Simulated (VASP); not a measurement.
Runs of VASP 6.6.1 on Mo. The structure is that of space group Im-3m (No. 229), or close to it. The cells are those of the table. 

| task | cell | cutoff (eV) | gap on the mesh (eV) | pressure (GPa) |
| --- | --- | --- | --- | --- |
| relaxation of cell and atoms | relaxed from a = 2.739 Å, angles 109.5°, 1 atom | 600 | none | 0.0 |
| relaxation of cell and atoms | relaxed to 200 GPa from a = 2.421 Å, angles 109.5°, 1 atom | 600 | none | 200.0 |
| single point | a = 2.421 Å, angles 109.5°, 1 atom | 520 | none | (a) |
| single point | a = 2.737 Å, angles 109.5°, 1 atom | 520 | none | 0.5 |
| relaxation of cell and atoms | relaxed to 200 GPa from a = 2.418 Å, angles 109.5°, 1 atom | 600 | none | 199.9 |

Alike in all rows: level PBE; potentials or basis VASP PAW PBE potentials, release 64 (Mo_sv); no spin polarisation; k mesh 19 × 19 × 19; smearing fermi-dirac 0.05 eV.

Problem. Fill in the values left out.

Solution. (a) 203.2.

Caveats: the cell is relaxed towards a set pressure, so the run minimises the enthalpy, not the energy (at least some runs); the cell stands under pressure (at least some runs).

A k mesh can miss the band edges, and the runs leave out spin-orbit coupling on Mo.

A gap of «none» marks levels without a gap at the run's occupations.
